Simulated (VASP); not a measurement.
Runs of VASP 6.6.1 on CuSi. The structure is that of space group P-6m2 (No. 187), or close to it. The cells are those of the table. 

| task | cell | k mesh | cutoff (eV) | gap on the mesh (eV) | pressure (GPa) | relaxed volume (Å³/atom) |
| --- | --- | --- | --- | --- | --- | --- |
| single point | a = 2.639, b = 2.639, c = 4.303 Å, angles 90.0, 90.0, 120.0°, 2 atoms | 6 × 6 × 4 | 520 | none | 0.1 | - |
| relaxation of cell and atoms | relaxed from a = 2.639, b = 2.639, c = 4.303 Å, angles 90.0, 90.0, 120.0°, 2 atoms | 24 × 24 × 14 | 600 | none | 0.0 | (a) |
| single point | a = 2.763, b = 2.763, c = 4.002 Å, angles 90.0, 90.0, 120.0°, 2 atoms | 24 × 24 × 14 | 520 | none | 1.0 | - |
| relaxation of cell and atoms | relaxed from a = 2.795, b = 2.795, c = 4.564 Å, angles 90.0, 90.0, 120.0°, 2 atoms | 6 × 6 × 4 | 600 | none | 0.1 | 13.00 |
| single point | a = 2.795, b = 2.795, c = 4.564 Å, angles 90.0, 90.0, 120.0°, 2 atoms | 6 × 6 × 4 | 520 | none | -13.5 | - |

Alike in all rows: level PBE; potentials or basis VASP PAW PBE potentials, release 64 (Si, Cu); no spin polarisation; smearing gaussian 0.1 eV.

Task: Estimate the missing entries.

Result: (a) 13.26.

Caveats: some runs use coarse meshes; the volume moved by over 15 % at a fixed basis, so the end points are rough (some runs).

A gap of «none» marks levels without a gap at the run's occupations.
